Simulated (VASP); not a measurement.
Here is a VASP 6.6.1 calculation.

Contents of INCAR:

```
SYSTEM = Ba2C3
ALGO = Normal
EDIFF = 1E-7
EDIFFG = -0.01
ENCUT = 600
GGA = PE
IBRION = 2
ISIF = 3
ISMEAR = 0
LASPH = .True.
LCHARG = .False.
LREAL = .False.
LWAVE = .False.
NELM = 100
NSW = 100
PREC = Accurate
SIGMA = 0.1
```

The input KPOINTS:

```
k-points
0
Gamma
  8 8 8
  0 0 0
```

File POSCAR:

```
Ba2C3
1.0
    4.7857087020      0.0000000000      0.0000000000
    0.0000000000      4.7857087020      0.0000000000
    0.0000000000      0.0000000000      4.7857087020
Ba C
2 3
Direct
    0.5000000000      0.5000000000      0.5000000000
    0.0000000000      0.0000000000      0.0000000000
    0.5000000000      0.0000000000      0.0000000000
    0.0000000000      0.5000000000      0.0000000000
    0.0000000000      0.0000000000      0.5000000000
```

Potentials or basis: VASP PAW PBE potentials, release 64 (Ba_sv, C).

Command:

```sh
$ cat potpaw_PBE.64/Ba_sv/POTCAR potpaw_PBE.64/C/POTCAR > POTCAR
$ mpirun -np 1 vasp_std > vasp.out
```

(1) Estimate the band gap on the k mesh.

(2) Estimate the space group after relaxing (to 0.1 Å).

(3) What does it give for the relaxed volume?

Results:

(1) zero (bands 16 and 17 overlap by 0.87 eV).

(2) Pm-3m (No. 221).

(3) 23.25 Å³/atom.

Caveat: spin-orbit coupling is left out, which moves the levels of the heavy elements.
